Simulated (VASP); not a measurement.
Set up this calculation in VASP 6.6.1, as the native input.

```
Task                   : single point
Functional             : LDA
Potentials or basis    : VASP PAW LDA potentials, release 64 (Pt, Pb_d)
Cutoff                 : 520 eV
k mesh                 : 10 × 10 × 7
Occupations            : fermi-dirac, width 0.05 eV
Spin                   : no spin polarisation
Dipole correction      : no
Further INCAR settings : ALGO = Normal; EDIFF = 1e-07; NBANDS = 32
```

The structure of PtPb lies in POSCAR:

```
PtPb
1.0
    4.2075008719      0.0000000000      0.0000000000
   -2.1037504360      3.6438026415      0.0000000000
    0.0000000000      0.0000000000      5.4560000000
Pt Pb
2 2
Direct
    0.3333333333      0.6666666667      0.2500000000
    0.6666666667      0.3333333333      0.7500000000
    0.0000000000      0.0000000000      0.0000000000
    0.0000000000      0.0000000000      0.5000000000
```

This cell differs from its parent crystal: equal xx and yy strain of -1 %.

These files were run (other wordings do the same):

INCAR

```
ALGO = Normal ; EDIFF = 1E-7
ENCUT = 520 ; GGA = CA
ISIF = 2 ; ISMEAR = -1
LASPH = T ; LCHARG = F
LREAL = F ; LWAVE = F
NBANDS = 32 ; NELM = 60
PREC = Accurate ; SIGMA = 0.05
```

KPOINTS

```
k-points
0
Gamma
  10 10 7
```

Potentials or basis: VASP PAW LDA potentials, release 64 (Pt, Pb_d).

Launch:

```console
$ cat potpaw_LDA.64/Pt/POTCAR potpaw_LDA.64/Pb_d/POTCAR > POTCAR
$ mpirun -np 1 vasp_std > vasp.out
```

It gave:

* Pressure: 9.5 GPa
* Band gap on the k mesh: zero (band 24 reaches 11.22 eV, above the bottom of band 25 at 8.23 eV)

Caveat: the cell differs from its parent crystal (equal xx and yy strain of -1 %); spin-orbit coupling is left out, which moves the levels of the heavy elements.

Run time: 49 s on 1 thread of Intel(R) Xeon(R) 6975P-C (Granite Rapids), with other jobs on the host, peak memory 0.25 GiB.
